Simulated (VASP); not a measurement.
A run of VASP 6.6.1 is set up as follows.

The input INCAR:

```
PREC = Accurate
ENCUT = 520
EDIFF = 1E-6
ISMEAR = 0
SIGMA = 0.1
LREAL = F
LASPH = T
NELM = 100
ALGO = Normal
ISIF = 2
LWAVE = F
LCHARG = F
GGA = PE
NBANDS = 17
```

File KPOINTS:

```
regular mesh
0
Gamma
  10 10 8
```

File POSCAR:

```
Al2Si2C
1.0
    3.9014986077      0.0000000000      0.0000000000
    0.0000000000      3.9014986077      0.0000000000
    0.0000000000      0.0000000000      5.3207301799
Al Si C
2 2 1
Direct
    0.5000000000      0.0000000000      0.5000000000
    0.0000000000      0.5000000000      0.5000000000
    0.5000000000      0.0000000000      0.0000000000
    0.0000000000      0.5000000000      0.0000000000
    0.0000000000      0.0000000000      0.0000000000
```

Potentials or basis: VASP PAW PBE potentials, release 64 (Al, Si, C).

Run with:

```sh
$ cat potpaw_PBE.64/Al/POTCAR potpaw_PBE.64/Si/POTCAR potpaw_PBE.64/C/POTCAR > POTCAR
$ mpirun -np 1 vasp_std > vasp.out
```

(1) What does it give for the band gap on the k mesh?

(2) Estimate the pressure.

## Answers

(1) zero (bands 9 and 10 overlap by 2.95 eV).

(2) 0.0 GPa.
